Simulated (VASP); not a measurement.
# Pt (P6_3/mmc) in VASP: further runs

Runs on Pt. Level: LDA. Tasks: single point.

All numbers are computed with VASP 6.6.1; they aren't measurements. Logs are shortened: lines on timing, memory, paths and dates and some standing lists are left out, and cuts for length are marked.

### 1 The cell of the first run

The structure is hexagonal, space group P6_3/mmc (No. 194). Conventional cell: a = 2.535 Å, b = 2.535 Å, c = 4.377 Å, α = 90.00°, β = 90.00°, γ = 120.00°. Pt (site symmetry -6m2) has 12 Pt at 2.53 to 2.63 Å within 3.3 Å.

### 2 Single point, LDA, collinear spin, ferromagnetic start

Contents of INCAR:

```
PREC = Accurate
ENCUT = 520
EDIFF = 1E-6
ISMEAR = 0
SIGMA = 0.15
LREAL = False
LASPH = True
NELM = 150
ALGO = Normal
ISIF = 2
LWAVE = False
LCHARG = False
ISPIN = 2
MAGMOM = 0.45 0.45
LORBIT = 11
NUPDOWN = 0.9
LMAXMIX = 4
GGA = CA
NBANDS = 21
```

Contents of KPOINTS:

```
Automatic mesh
0
Gamma
  21 21 10
```

Contents of POSCAR:

```
Pt
1.0
    2.5349048657      0.0000000000      0.0000000000
   -1.2674524328      2.1952920098      0.0000000000
    0.0000000000      0.0000000000      4.3771120513
Pt
2
Direct
    0.6666666667      0.3333333333      0.7500000000
    0.3333333333      0.6666666667      0.2500000000
```

Potentials or basis: VASP PAW LDA potentials, release 64 (Pt).

Started as:

```sh
cat potpaw_LDA.64/Pt/POTCAR > POTCAR
mpirun -np 1 vasp_std > vasp.out
```

OUTCAR:

```text
PREC = Accurate
   ENCUT = 520
   EDIFF = 1E-6
   ISMEAR = 0
   LREAL = False
   LASPH = True
   NELM = 150
   ISIF = 2
   ISPIN = 2
   LORBIT = 11
   NUPDOWN = 0.9
   GGA = CA

 ion  position               nearest neighbor table
   1  0.667  0.333  0.750-   2 2.63   2 2.63   2 2.63   2 2.63   2 2.63   2 2.63
   2  0.333  0.667  0.250-   1 2.63   1 2.63   1 2.63   1 2.63   1 2.63   1 2.63

  LATTYP: Found a hexagonal cell.
 ALAT       =     2.5349048657
 C/A-ratio  =     1.7267362221

  Lattice vectors:

 A1 = (   2.5349048657,   0.0000000000,   0.0000000000)
 A2 = (  -1.2674524328,   2.1952920098,   0.0000000000)
 A3 = (   0.0000000000,   0.0000000000,   4.3771120513)

Analysis of symmetry for initial positions (statically):
=====================================================================
 Subroutine PRICEL returns:
 Original cell was already a primitive cell.

 Routine SETGRP: Setting up the symmetry group for a
 hexagonal supercell.

 Subroutine GETGRP returns: Found 24 space group operations
 (whereof 12 operations were pure point group operations)
 out of a pool of 24 trial point group operations.

The static configuration has the point symmetry D_3d.
 The point group associated with its full space group is D_6h.

Analysis of symmetry for dynamics (positions and initial velocities):
=====================================================================
 Subroutine PRICEL returns:
 Original cell was already a primitive cell.

 Routine SETGRP: Setting up the symmetry group for a
 hexagonal supercell.

 Subroutine GETGRP returns: Found 24 space group operations
 (whereof 12 operations were pure point group operations)
 out of a pool of 24 trial point group operations.

The dynamic configuration has the point symmetry D_3d.
 The point group associated with its full space group is D_6h.

Analysis of structural, dynamic, and magnetic symmetry:
=====================================================================
 Subroutine PRICEL returns:
 Original cell was already a primitive cell.

 Routine SETGRP: Setting up the symmetry group for a
 hexagonal supercell.

 Subroutine GETGRP returns: Found 24 space group operations
 (whereof 12 operations were pure point group operations)
 out of a pool of 24 trial point group operations.

The overall configuration has the point symmetry D_3d.
 The point group associated with its full space group is D_6h.

 Subroutine INISYM returns: Found 24 space group operations
 (whereof 12 operations are pure point group operations),
 and found     1 'primitive' translations

----------------------------------------------------------------------------------------

                                     Primitive cell

  volume of cell :      24.3580

  direct lattice vectors                    reciprocal lattice vectors
     2.534904866  0.000000000  0.000000000     0.394492122  0.227760133  0.000000000
    -1.267452433  2.195292010  0.000000000     0.000000000  0.455520266  0.000000000
     0.000000000  0.000000000  4.377112051     0.000000000  0.000000000  0.228461138

  length of vectors
     2.534904866  2.534904866  4.377112051     0.455520266  0.455520266  0.228461138

  position of ions in fractional coordinates (direct lattice)
     0.666666667  0.333333333  0.750000000
     0.333333333  0.666666667  0.250000000

  ion indices of the primitive-cell ions
   primitive index   ion index
                 1           1
                 2           2

----------------------------------------------------------------------------------------

 KPOINTS: Automatic mesh

Automatic generation of k-mesh.
 Grid dimensions read from file:
 generate k-points for:   21   21   10

 Generating k-lattice:

  Cartesian coordinates                     Fractional coordinates (reciprocal lattice)
     0.018785339  0.010845721  0.000000000     0.047619048  0.000000000  0.000000000
     0.000000000  0.021691441  0.000000000     0.000000000  0.047619048  0.000000000
     0.000000000  0.000000000  0.022846114     0.000000000  0.000000000  0.100000000

  Length of vectors
     0.021691441  0.021691441  0.022846114

  Shift w.r.t. Gamma in fractional coordinates (k-lattice)
     0.000000000  0.000000000  0.000000000

 Subroutine IBZKPT returns following result:
 ===========================================

 Found    288 irreducible k-points:

 Following reciprocal coordinates:
            Coordinates               Weight
  0.000000  0.000000  0.000000      1.000000
  0.047619  0.000000  0.000000      6.000000
  0.095238  0.000000  0.000000      6.000000
  0.142857  0.000000  0.000000      6.000000
  0.190476  0.000000  0.000000      6.000000
  0.238095  0.000000  0.000000      6.000000
[... 16 lines left out ...]
  0.142857  0.095238  0.000000     12.000000
  0.190476  0.095238  0.000000     12.000000
 [... further k-points ...]
   k-points           NKPTS =    288   k-points in BZ     NKDIM =    288   number of bands    NBANDS=     21
   number of dos      NEDOS =    301   number of ions     NIONS =      2
   total plane-waves  NPLWV =  14400
   dimension x,y,z NGX =    20 NGY =   20 NGZ =   36
   dimension x,y,z NGXF=    40 NGYF=   40 NGZF=   72
   ions per type =               2
   NGX,Y,Z   is equivalent  to a cutoff of  13.12, 13.12, 13.67 a.u.
   NGXF,Y,Z  is equivalent  to a cutoff of  26.23, 26.23, 27.35 a.u.
 SYSTEM =  unknown system
   PREC   = accura    normal or accurate (medium, high low for compatibility)
   ISTART =      0    job   : 0-new  1-cont  2-samecut
   ICHARG =      2    charge: 1-file 2-atom 10-const
   ISPIN  =      2    spin polarized calculation?
   LNONCOLLINEAR =      F non collinear calculations
   LSORBIT =      F    spin-orbit coupling
   LASPH  =      T    aspherical Exc in radial PAW
   ENCUT  =  520.0 eV  38.22 Ry    6.18 a.u.   4.71  4.71  8.14*2*pi/ulx,y,z
   NELM   =    150;   NELMIN=  2; NELMDL= -5     # of ELM steps
   EDIFF  = 0.1E-05   stopping-criterion for ELM
   LREAL  =      F    real-space projection
   EDIFFG = 0.1E-04   stopping-criterion for IOM
   NSW    =      0    number of steps for IOM
   IBRION =     -1    ionic relax: 0-MD 1-quasi-New 2-CG
   NFREE  =      0    steps in history (QN), initial steepest desc. (CG)
   ISIF   =      2    stress and relaxation
   ISYM   =      2    0-nonsym 1-usesym 2-fastsym
[... 20 lines left out ...]
   IVDW    =     0    specifies the selected vdW correction
   LEPSILON=     F    determine dielectric tensor
   LRPA    =     F    only Hartree local field effects (RPA)
 spin polarized calculation
 Gauss-broadening in eV      SIGMA  =   0.15
  energy-cutoff  :      520.00
  volume of cell :       24.36
 maximum number of plane-waves:       681
 NGX is ok and might be reduce to    20
   NGX =  9   NGY =  9   NGZ = 17

 number of electron      19.9999999 magnetization       0.9000000

 Free energy of the ion-electron system (eV)
  ---------------------------------------------------
  ext. energy  EPLUGINS =         0.00000000
  ---------------------------------------------------
  free energy    TOTEN  =       -13.36835540 eV

  energy without entropy =      -13.34419384  energy(sigma->0) =      -13.35627462

 E-fermi :  15.5996     XC(G=0): -14.9488

 val. band max:       16.0871080679   @ k =   0.3810   0.0000   0.5000
 cond. band min:      15.6050918110   @ k =   0.1429   0.0000   0.2000
 fundamental gap:     -0.4820162569
 Fermi energy:        16.0872595517

 spin component 1

 k-point     1 :       0.0000    0.0000    0.0000
  band No.  band energies     occupation
      1       2.9098      1.00000
      2       5.6614      1.00000
      3       9.6994      1.00000
      4      10.4802      1.00000
      5      10.4802      1.00000
      6      11.0687      1.00000
[... 13 lines left out ...]
     20      39.4253      0.00000
     21      40.7083      0.00000

 k-point     2 :       0.0476    0.0000    0.0000
  band No.  band energies     occupation
      1       3.0175      1.00000
      2       5.7637      1.00000
      3       9.6913      1.00000
      4      10.4644      1.00000
      5      10.5718      1.00000
      6      11.0021      1.00000
[... 13 lines left out ...]
     20      39.0823      0.00000
     21      41.9924      0.00000

 k-point     3 :       0.0952    0.0000    0.0000
  band No.  band energies     occupation
      1       3.3328      1.00000
      2       6.0553      1.00000
      3       9.6124      1.00000
      4      10.4779      1.00000
      5      10.8432      1.00000
      6      10.8440      1.00000
[... 13 lines left out ...]
     20      39.4668      0.00000
     21      43.3167      0.00000
[... 457 lines left out ...]
 k-point    23 :       0.1429    0.0952    0.0000
  band No.  band energies     occupation
      1       4.7451      1.00000
      2       7.1964      1.00000
      3       9.0014      1.00000
      4       9.8812      1.00000
      5      10.1942      1.00000
      6      11.0773      1.00000
[... 13 lines left out ...]
     20      40.1951      0.00000
     21      41.7161      0.00000

 k-point    24 :       0.1905    0.0952    0.0000
  band No.  band energies     occupation
      1       5.4394      1.00000
      2       7.4590      1.00000
      3       8.9800      1.00000
      4       9.1536      1.00000
      5      10.0271      1.00000
      6      10.9794      1.00000
[... 13 lines left out ...]
     20      39.5282      0.00000
     21      41.0882      0.00000

 [... further k-points ...]

 spin component 2

 k-point     1 :       0.0000    0.0000    0.0000
  band No.  band energies     occupation
      1       3.0207      1.00000
      2       5.8441      1.00000
      3       9.9547      1.00000
      4      10.7249      1.00000
      5      10.7249      1.00000
      6      11.3194      1.00000
[... 13 lines left out ...]
     20      39.5767      0.00000
     21      40.8020      0.00000

 k-point     2 :       0.0476    0.0000    0.0000
  band No.  band energies     occupation
      1       3.1284      1.00000
      2       5.9468      1.00000
      3       9.9449      1.00000
      4      10.7099      1.00000
      5      10.8169      1.00000
      6      11.2517      1.00000
[... 13 lines left out ...]
     20      39.2148      0.00000
     21      42.1006      0.00000

 k-point     3 :       0.0952    0.0000    0.0000
  band No.  band energies     occupation
      1       3.4439      1.00000
      2       6.2401      1.00000
      3       9.8595      1.00000
      4      10.7263      1.00000
      5      11.0901      1.00000
      6      11.0902      1.00000
[... 13 lines left out ...]
     20      39.5996      0.00000
     21      43.4682      0.00000
[... 457 lines left out ...]
 k-point    23 :       0.1429    0.0952    0.0000
  band No.  band energies     occupation
      1       4.8597      1.00000
      2       7.3912      1.00000
      3       9.2286      1.00000
      4      10.0713      1.00000
      5      10.4294      1.00000
      6      11.3344      1.00000
[... 13 lines left out ...]
     20      40.3399      0.00000
     21      41.8490      0.00000

 k-point    24 :       0.1905    0.0952    0.0000
  band No.  band energies     occupation
      1       5.5592      1.00000
      2       7.6628      1.00000
      3       9.1968      1.00000
      4       9.3467      1.00000
      5      10.2585      1.00000
      6      11.2170      1.00000
[... 13 lines left out ...]
     20      39.6687      0.00000
     21      41.2464      0.00000

 [... further k-points ...]

------------------------ aborting loop because EDIFF is reached ----------------------------------------

  FORCE on cell =-STRESS in cart. coord.  units (eV):
  Direction    XX          YY          ZZ          XY          YZ          ZX
  --------------------------------------------------------------------------------------
  -------------------------------------------------------------------------------------
  Total       16.9406325     16.9406325     14.0661655      0.0000000      0.0000000     -0.0000000
  in kB     1114.2908838   1114.2908837    925.2192894      0.0000000      0.0000000     -0.0000000
  external PRESSURE =    1051.2670190 kB  Pullay stress =       0.0000000 kB

 VOLUME and BASIS-vectors are now :
 -----------------------------------------------------------------------------
  energy-cutoff  :      520.00
  volume of cell :       24.36
      direct lattice vectors                 reciprocal lattice vectors
     2.534904866  0.000000000  0.000000000     0.394492122  0.227760133  0.000000000
    -1.267452433  2.195292010  0.000000000     0.000000000  0.455520266  0.000000000
     0.000000000  0.000000000  4.377112051     0.000000000  0.000000000  0.228461138

 POSITION                                       TOTAL-FORCE (eV/Angst)
 -----------------------------------------------------------------------------------
      1.26745      0.73176      3.28283         0.000000     -0.000000      0.000000
     -0.00000      1.46353      1.09428        -0.000000      0.000000      0.000000
 -----------------------------------------------------------------------------------
    total drift:                                0.000000     -0.000000     -0.000000

  FREE ENERGIE OF THE ION-ELECTRON SYSTEM (eV)
  ---------------------------------------------------
  free  energy   TOTEN  =       -13.3683553993 eV

  energy  without entropy=      -13.3441938420  energy(sigma->0) =      -13.35627462

 total charge

# of ion       s       p       d       tot
------------------------------------------
    1        0.782   0.938   8.330  10.050
    2        0.782   0.938   8.330  10.050
--------------------------------------------------
tot          1.564   1.876  16.660  20.100

 magnetization (x)

# of ion       s       p       d       tot
------------------------------------------
    1        0.005   0.006   0.426   0.437
    2        0.005   0.006   0.426   0.437
--------------------------------------------------
tot          0.010   0.012   0.852   0.875
```

It took 4.5 min on 1 thread of Oxide Virtual Turin-like, shared host; peak memory 0.26 GiB.

Results:

```yaml
Free_energy: -13.3684 eV
Pressure: 105.1 GPa
Net_moment: 0.90 μB per cell
Site_moments: Pt +0.44 μB
```

Caveat: spin-orbit coupling is left out, which moves the levels of the heavy elements; the total moment is fixed, so each spin has its own Fermi level.

### 3 Single point, LDA, collinear spin, ferromagnetic start

This run uses another cell than the first one, of 14.19 Å³/atom, 1.165 times its volume.

Contents of INCAR:

```
PREC     = Accurate       # precision mode
ENCUT    = 520            # plane-wave cutoff, eV
EDIFF    = 1E-6           # SCF threshold, eV
ISMEAR   = 0              # smearing method
SIGMA    = 0.15           # smearing width, eV
LREAL    = False          # projectors in reciprocal space
LASPH    = True           # aspherical terms in the spheres
NELM     = 150            # most SCF steps
ALGO     = Fast           # electronic algorithm
ISIF     = 2              # what is computed and relaxed
LWAVE    = False          # write WAVECAR
LCHARG   = True           # write CHGCAR
ISPIN    = 2              # spin polarisation
MAGMOM   = 0.45 0.45      # initial moments
LORBIT   = 11             # projections on sites
NUPDOWN  = 0.9            # fixed moment
LMAXMIX  = 4              # l up to which the mixer works
LELF     = True           # ELF
LVHAR    = True         
NBANDS   = 21             # bands
```

Contents of KPOINTS:

```
regular mesh
0
Gamma
  21 21 10
```

Contents of POSCAR:

```
Pt
1.0
    2.6670688980      0.0000000000      0.0000000000
   -1.3335344490      2.3097494193      0.0000000000
    0.0000000000      0.0000000000      4.6053244732
Pt
2
Direct
    0.6666666667      0.3333333333      0.7500000000
    0.3333333333      0.6666666667      0.2500000000
```

Potentials or basis: VASP PAW LDA potentials, release 64 (Pt).

Started as:

```sh
cat potpaw_LDA.64/Pt/POTCAR > POTCAR
mpirun -np 1 vasp_std > vasp.out
```

Wall time 5.1 min (1 thread of Oxide Virtual Turin-like, shared host); peak memory 0.28 GiB.

Results (log left out):

- Free energy: -14.7620 eV
- Pressure: 18.1 GPa
- Net moment: 0.90 μB per cell
- Site moments: Pt +0.44 μB
- Valence electrons inside the program's atomic spheres: Pt 9.49

Stress tensor (GPa, compression positive):
```
20.40  0.00  0.00
 0.00 20.40  0.00
 0.00  0.00 13.37
```

Caveat: spin-orbit coupling is left out, which moves the levels of the heavy elements; the total moment is fixed, so each spin has its own Fermi level.

### 4 Single point, LDA, collinear spin, ferromagnetic start

This run uses another cell than the first one, of 14.19 Å³/atom, 1.165 times its volume.

Contents of INCAR:

```
PREC = Accurate
ENCUT = 520
EDIFF = 1E-7
ISMEAR = 0
SIGMA = 0.15
LREAL = False
LASPH = True
NELM = 150
ALGO = Normal
ISIF = 2
LWAVE = False
LCHARG = True
ISPIN = 2
MAGMOM = 0.15 0.15
LORBIT = 11
NUPDOWN = 0.3
LMAXMIX = 4
GGA = CA
LELF = True
LVHAR = True
NBANDS = 21
```

KPOINTS is that of step 3.

POSCAR is that of step 3.

Started as:

```sh
cat potpaw_LDA.64/Pt/POTCAR > POTCAR
mpirun -np 1 vasp_std > vasp.out
```

Wall time 7 min (1 thread of Oxide Virtual Turin-like, shared host); peak memory 0.28 GiB.

The run converged. Its results:

* Free energy: -14.8208 eV
* Pressure: 17.0 GPa
* Net moment: 0.30 μB per cell
* Site moments: Pt +0.15 μB
* Valence electrons inside the program's atomic spheres: Pt 9.49

Stress tensor (GPa, compression positive):
```
18.15  0.00  0.00
 0.00 18.15  0.00
 0.00  0.00 14.56
```

Caveat: spin-orbit coupling is left out, which moves the levels of the heavy elements; the total moment is fixed, so each spin has its own Fermi level.

### 5 Single point, LDA, collinear spin, ferromagnetic start

This run uses another cell than the first one, of 13.52 Å³/atom, 1.110 times its volume.

Contents of INCAR:

```
SYSTEM = Pt
ALGO = Fast
EDIFF = 1E-6
ENCUT = 520
ISIF = 2
ISMEAR = 0
ISPIN = 2
LASPH = .True.
LCHARG = .False.
LMAXMIX = 4
LORBIT = 11
LREAL = .False.
LWAVE = .False.
MAGMOM = 0.2 0.2
NBANDS = 21
NELM = 150
NUPDOWN = 0.4
PREC = Accurate
SIGMA = 0.15
```

Contents of KPOINTS:

```
k-points
0
Gamma
  21 21 10
  0 0 0
```

Contents of POSCAR:

```
Pt
1.0
    2.6244633715      0.0000000000      0.0000000000
   -1.3122316858      2.2728519510      0.0000000000
    0.0000000000      0.0000000000      4.5317559673
Pt
2
Direct
    0.6666666667      0.3333333333      0.7500000000
    0.3333333333      0.6666666667      0.2500000000
```

Started as:

```sh
cat potpaw_LDA.64/Pt/POTCAR > POTCAR
mpirun -np 1 vasp_std > vasp.out
```

Run time: 6.2 min. Hardware: 1 thread of Oxide Virtual Turin-like, shared host; peak memory 0.27 GiB.

It converged, with:

```yaml
Free_energy: -14.5876 eV
Pressure: 38.2 GPa
Net_moment: 0.40 μB per cell
Site_moments: Pt +0.20 μB
Valence_electrons_inside_the_program's_atomic_spheres: Pt 9.65
```

Stress tensor (GPa, compression positive):
```
40.43  0.00  0.00
 0.00 40.43  0.00
 0.00  0.00 33.85
```

Caveat: spin-orbit coupling is left out, which moves the levels of the heavy elements; the total moment is fixed, so each spin has its own Fermi level.

### 6 Overview

| fixed moment (μB) | cell | pressure (GPa) | moment (μB) |
| --- | --- | --- | --- |
| 0.9 | a = 2.535, b = 2.535, c = 4.377 Å, angles 90.0, 90.0, 120.0°, 2 atoms | 105.1 | 0.90 |
| 0.9 | a = 2.667, b = 2.667, c = 4.605 Å, angles 90.0, 90.0, 120.0°, 2 atoms | 18.1 | 0.90 |
| 0.3 | a = 2.667, b = 2.667, c = 4.605 Å, angles 90.0, 90.0, 120.0°, 2 atoms | 17.0 | 0.30 |
| 0.4 | a = 2.624, b = 2.624, c = 4.532 Å, angles 90.0, 90.0, 120.0°, 2 atoms | 38.2 | 0.40 |

Alike in all rows: task single point; level LDA; potentials or basis VASP PAW LDA potentials, release 64 (Pt); spin collinear, ferromagnetic start; k mesh 21 × 21 × 10; cutoff (eV) 520; smearing gaussian 0.15 eV.

Caveats: spin-orbit coupling is left out, which moves the levels of the heavy elements; the total moment is fixed, so each spin has its own Fermi level.

Total energies depend on the potentials used, so only differences within one code and one set of settings carry meaning.
